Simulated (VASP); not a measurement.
# CdF2 (Fm-3m) in VASP: a series of runs

Runs on CdF2. Level: PBE. Tasks: single point, relaxation of cell and atoms.

Program: VASP 6.6.1. These are calculated values, not measurements. Logs are shortened: lines on timing, memory, paths and dates and some standing lists are left out, and cuts for length are marked.

### Step 1. The cell of the first run

Symmetry: Fm-3m, No. 225, cubic system. The conventional cell has a = 5.482 Å, b = 5.482 Å, c = 5.482 Å, α = 90.00°, β = 90.00°, γ = 90.00°. Within 3.1 Å of Cd (site symmetry m-3m) lie 8 F at 2.37 Å. Within 3.1 Å of F (site symmetry -43m) lie 4 Cd at 2.37 Å and 6 F at 2.74 Å.

### Step 2. Single point, PBE

Input file INCAR:

```
SYSTEM = CdF2
  PREC = Accurate
  ENCUT = 520
  EDIFF = 1E-6
  ISMEAR = 0
  SIGMA = 0.01
  LREAL = .False.
  LASPH = .True.
  NELM = 100
  ALGO = Normal
  ISIF = 2
  LWAVE = .False.
  LCHARG = .True.
  GGA = PE
  LELF = .True.
  LVHAR = .True.
  NBANDS = 20
```

Input file KPOINTS:

```
regular mesh
0
Gamma
  8 8 8
  0 0 0
```

Input file POSCAR:

```
CdF2
1.0
    0.0000000000      2.7407538341      2.7407538341
    2.7407538341      0.0000000000      2.7407538341
    2.7407538341      2.7407538341      0.0000000000
Cd F
1 2
Direct
    0.0000000000      0.0000000000      0.0000000000
    0.7500000000      0.7500000000      0.7500000000
    0.2500000000      0.2500000000      0.2500000000
```

Potentials or basis: VASP PAW PBE potentials, release 64 (Cd, F).

Started as:

```bash
cat potpaw_PBE.64/Cd/POTCAR potpaw_PBE.64/F/POTCAR > POTCAR
mpirun -np 1 vasp_std > vasp.out
```

OUTCAR:

```text
SYSTEM = CdF2
   PREC = Accurate
   ENCUT = 520
   EDIFF = 1E-6
   ISMEAR = 0
   LREAL = .False.
   LASPH = .True.
   NELM = 100
   ISIF = 2
   GGA = PE

 ion  position               nearest neighbor table
   1  0.000  0.000  0.000-   2 2.37   2 2.37   2 2.37   2 2.37   3 2.37   3 2.37   3 2.37   3 2.37

   2  0.750  0.750  0.750-   1 2.37   1 2.37   1 2.37   1 2.37
   3  0.250  0.250  0.250-   1 2.37   1 2.37   1 2.37   1 2.37

  LATTYP: Found a face centered cubic cell.
 ALAT       =     5.4815076682

  Lattice vectors:

 A1 = (   0.0000000000,   2.7407538341,   2.7407538341)
 A2 = (   2.7407538341,   0.0000000000,   2.7407538341)
 A3 = (   2.7407538341,   2.7407538341,   0.0000000000)

Analysis of symmetry for initial positions (statically):
=====================================================================
 Subroutine PRICEL returns:
 Original cell was already a primitive cell.

 Routine SETGRP: Setting up the symmetry group for a
 face centered cubic supercell.

 Subroutine GETGRP returns: Found 48 space group operations
 (whereof 48 operations were pure point group operations)
 out of a pool of 48 trial point group operations.

The static configuration has the point symmetry O_h .

Analysis of symmetry for dynamics (positions and initial velocities):
=====================================================================
 Subroutine PRICEL returns:
 Original cell was already a primitive cell.

 Routine SETGRP: Setting up the symmetry group for a
 face centered cubic supercell.

 Subroutine GETGRP returns: Found 48 space group operations
 (whereof 48 operations were pure point group operations)
 out of a pool of 48 trial point group operations.

The dynamic configuration has the point symmetry O_h .

 Subroutine INISYM returns: Found 48 space group operations
 (whereof 48 operations are pure point group operations),
 and found     1 'primitive' translations

----------------------------------------------------------------------------------------

                                     Primitive cell

  volume of cell :      41.1756

  direct lattice vectors                    reciprocal lattice vectors
     0.000000000  2.740753834  2.740753834    -0.182431561  0.182431561  0.182431561
     2.740753834  0.000000000  2.740753834     0.182431561 -0.182431561  0.182431561
     2.740753834  2.740753834  0.000000000     0.182431561  0.182431561 -0.182431561

  length of vectors
     3.876011243  3.876011243  3.876011243     0.315980732  0.315980732  0.315980732
[... 82 lines left out ...]
   NELM   =    100;   NELMIN=  2; NELMDL= -5     # of ELM steps
   EDIFF  = 0.1E-05   stopping-criterion for ELM
   LREAL  =      F    real-space projection
   EDIFFG = 0.1E-04   stopping-criterion for IOM
   NSW    =      0    number of steps for IOM
   IBRION =     -1    ionic relax: 0-MD 1-quasi-New 2-CG
   NFREE  =      0    steps in history (QN), initial steepest desc. (CG)
   ISIF   =      2    stress and relaxation
   ISYM   =      2    0-nonsym 1-usesym 2-fastsym
   POTIM  = 0.5000    time-step for ionic-motion
   TEBEG  =    0.0;   TEEND  =   0.0 temperature during run
   PSTRESS=    0.0 pullay stress
   NELECT =      26.0000    total number of electrons
   NUPDOWN=      -1.0000    fix difference up-down
   EMIN   =  10.00;   EMAX   =-10.00  energy-range for DOS
   EFERMI =   0.00;   METHOD = LEGACY
   ISMEAR =     0;   SIGMA  =   0.01  broadening in eV -4-tet -1-fermi 0-gaus
   EFERMI_NEDOS =   21; number of points for ismear=-14 and -15
   IALGO  =     38    algorithm
   IMIX   =      4    mixing-type and parameters
     AMIX     =   0.40;   BMIX     =  1.00
     AMIX_MAG =   1.60;   BMIX_MAG =  1.00
  volume/ion in A,a.u.               =      13.73        92.62
  Fermi-wavevector in a.u.,A,eV,Ry     =   1.404492  2.654105 26.838820  1.972598
  Thomas-Fermi vector in A             =   2.527048
   LORBIT       =      0    0 simple, 1 ext, 2 COOP (PROOUT), +10 PAW based schemes
   GGA     = PE    functional components
   LHFCALC =     F    Hartree Fock is set to
   AEXX    =    0.0000 exact exchange contribution
   IVDW    =     0    specifies the selected vdW correction
   LEPSILON=     F    determine dielectric tensor
   LRPA    =     F    only Hartree local field effects (RPA)
 non-spin polarized calculation
 Gauss-broadening in eV      SIGMA  =   0.01
  energy-cutoff  :      520.00
  volume of cell :       41.18
 maximum number of plane-waves:      1124
 NGX is ok and might be reduce to    30
   NGX = 15   NGY = 15   NGZ = 15

 number of electron      25.9999995 magnetization

 Free energy of the ion-electron system (eV)
  ---------------------------------------------------
  ext. energy  EPLUGINS =         0.00000000
  ---------------------------------------------------
  free energy    TOTEN  =       -10.90527153 eV

  energy without entropy =      -10.90527153  energy(sigma->0) =      -10.90527153

 E-fermi :  -1.6153     XC(G=0): -10.1342

 val. band max:       -1.6849184865   @ k =  -0.2500   0.5000   0.2500
 cond. band min:       1.2010613606   @ k =   0.0000   0.0000   0.0000
 fundamental gap:      2.8859798471
 Fermi energy:        -1.6152544969

 k-point     1 :       0.0000    0.0000    0.0000
  band No.  band energies     occupation
      1     -22.2164      2.00000
      2     -21.2489      2.00000
      3      -7.1651      2.00000
      4      -7.1651      2.00000
      5      -7.1651      2.00000
      6      -6.1705      2.00000
[... 541 lines left out ...]
     19      16.6551      0.00000
     20      20.1510      0.00000

 [... further k-points ...]

------------------------ aborting loop because EDIFF is reached ----------------------------------------

  FORCE on cell =-STRESS in cart. coord.  units (eV):
  Direction    XX          YY          ZZ          XY          YZ          ZX
  --------------------------------------------------------------------------------------
  -------------------------------------------------------------------------------------
  Total        0.1382585      0.1382585      0.1382585      0.0000000      0.0000000      0.0000000
  in kB        5.3797534      5.3797534      5.3797534      0.0000000      0.0000000      0.0000000
  external PRESSURE =       5.3797534 kB  Pullay stress =       0.0000000 kB

 VOLUME and BASIS-vectors are now :
 -----------------------------------------------------------------------------
  energy-cutoff  :      520.00
  volume of cell :       41.18
      direct lattice vectors                 reciprocal lattice vectors
     0.000000000  2.740753834  2.740753834    -0.182431561  0.182431561  0.182431561
     2.740753834  0.000000000  2.740753834     0.182431561 -0.182431561  0.182431561
     2.740753834  2.740753834  0.000000000     0.182431561  0.182431561 -0.182431561

 POSITION                                       TOTAL-FORCE (eV/Angst)
 -----------------------------------------------------------------------------------
      0.00000      0.00000      0.00000        -0.000000      0.000000      0.000000
      4.11113      4.11113      4.11113        -0.000000     -0.000000     -0.000000
      1.37038      1.37038      1.37038         0.000000      0.000000      0.000000
 -----------------------------------------------------------------------------------
    total drift:                                0.000000     -0.000000      0.000000

  FREE ENERGIE OF THE ION-ELECTRON SYSTEM (eV)
  ---------------------------------------------------
  free  energy   TOTEN  =       -10.9052715347 eV

  energy  without entropy=      -10.9052715347  energy(sigma->0) =      -10.90527153
```

OSZICAR:

```text
N       E                     dE             d eps       ncg     rms          rms(c)
DAV:   1     0.196179490367E+03    0.19618E+03   -0.15420E+04  1184   0.130E+03
DAV:   2    -0.391197895359E+01   -0.20009E+03   -0.19097E+03  1276   0.340E+02
DAV:   3    -0.126483226659E+02   -0.87363E+01   -0.87116E+01  1320   0.772E+01
DAV:   4    -0.126880971407E+02   -0.39774E-01   -0.39773E-01  1248   0.530E+00
DAV:   5    -0.126882452393E+02   -0.14810E-03   -0.14810E-03  1304   0.287E-01    0.964E+00
DAV:   6    -0.108783881183E+02    0.18099E+01   -0.41812E+00  1480   0.390E+01    0.689E+00
DAV:   7    -0.109243915687E+02   -0.46003E-01   -0.93713E-01  1192   0.865E+00    0.391E+00
DAV:   8    -0.109144586686E+02    0.99329E-02   -0.15732E-01  1192   0.356E+00    0.748E-01
DAV:   9    -0.109045887477E+02    0.98699E-02   -0.37542E-02  1376   0.221E+00    0.959E-02
DAV:  10    -0.109051401847E+02   -0.55144E-03   -0.30277E-03  1212   0.636E-01    0.128E-01
DAV:  11    -0.109052481649E+02   -0.10798E-03   -0.20817E-04  1244   0.147E-01    0.461E-02
DAV:  12    -0.109052700451E+02   -0.21880E-04   -0.68668E-05  1180   0.693E-02    0.186E-02
DAV:  13    -0.109052719389E+02   -0.18938E-05   -0.96146E-06  1260   0.253E-02    0.489E-03
DAV:  14    -0.109052715347E+02    0.40416E-06   -0.11381E-06   964   0.131E-02
   1 F= -.10905272E+02 E0= -.10905272E+02  d E =-.554223E-25
```

It took 45 s on 1 thread of Oxide Virtual Turin-like, shared host; peak memory 0.15 GiB.

Results:

* Free energy: -10.9053 eV
* Pressure: 0.5 GPa
* Band gap on the k mesh: 2.89 eV (least direct gap 3.44 eV)

A k mesh can miss the band edges.

### Step 3. Relaxation of cell and atoms, PBE

Input file INCAR:

```
  ALGO = Normal
  EDIFF = 1E-7
  EDIFFG = -0.01
  ENCUT = 600
  GGA = PE
  IBRION = 2
  ISIF = 3
  ISMEAR = 0
  LASPH = T
  LCHARG = F
  LREAL = F
  LWAVE = F
  NELM = 80
  NSW = 100
  PREC = Accurate
  SIGMA = 0.02
```

Input file KPOINTS:

```
k-points
0
Gamma
  8 8 8
```

Input file POSCAR:

```
CdF2
1.0
    0.0000000000      2.7399284288      2.7399284288
    2.7399284288      0.0000000000      2.7399284288
    2.7399284288      2.7399284288      0.0000000000
Cd F
1 2
Direct
    0.0000000000      0.0000000000      0.0000000000
    0.2500000000      0.2500000000      0.2500000000
    0.7500000000      0.7500000000      0.7500000000
```

Potentials or basis: VASP PAW PBE potentials, release 64 (Cd, F).

Started as:

```bash
cat potpaw_PBE.64/Cd/POTCAR potpaw_PBE.64/F/POTCAR > POTCAR
mpirun -np 1 vasp_std > vasp.out
```

Wall time 72 s (1 thread of Oxide Virtual Turin-like, shared host); peak memory 0.16 GiB.

It converged, with:

- Free energy: -10.9085 eV
- Relaxed volume: 13.79 Å³/atom
- Relaxed cell: a = 3.882 Å, b = 3.882 Å, c = 3.882 Å, α = 60.00°, β = 60.00°, γ = 60.00°
- Space group after relaxing (to 0.1 Å): Fm-3m (No. 225)
- Energy gained by relaxing: 0.1 meV/atom
- Ionic steps: 2
- Pressure after relaxing: -0.1 GPa
- Band gap on the k mesh: 2.87 eV (least direct gap 3.43 eV)

Step by step:
| step | energy change (eV) | largest force (eV/Å) | pressure (GPa) | volume (Å³) |
| --- | --- | --- | --- | --- |
| 1 | 0.0000 | 0.0000 | 0.44 | 41.14 |
| 2 | -0.0003 | 0.0000 | -0.08 | 41.36 |

Final structure:
```
Cd F
1.0
     0.00000    2.74494    2.74494
     2.74494    0.00000    2.74494
     2.74494    2.74494    0.00000
Cd F
1 2
Direct
  0.00000 0.00000 0.00000
  0.25000 0.25000 0.25000
  0.75000 0.75000 0.75000
```

Levels at points of the mesh, in eV from the valence-band top:
| k point | band 11 | band 12 | band 13 | band 14 | band 15 | band 16 |
| --- | --- | --- | --- | --- | --- | --- |
| (0.00, 0.00, 0.00) | -0.56 | -0.56 | -0.56 | 2.87 | 12.43 | 12.43 |
| (0.50, 0.00, 0.00) | -1.64 | -0.43 | -0.43 | 6.75 | 8.97 | 14.01 |
| (0.50, 0.50, 0.00) | -0.40 | -0.08 | -0.08 | 7.55 | 9.35 | 11.80 |

A k mesh can miss the band edges. PBE usually gives volumes a little too large and moduli too small.

(Part 1 of 2 ends here.)
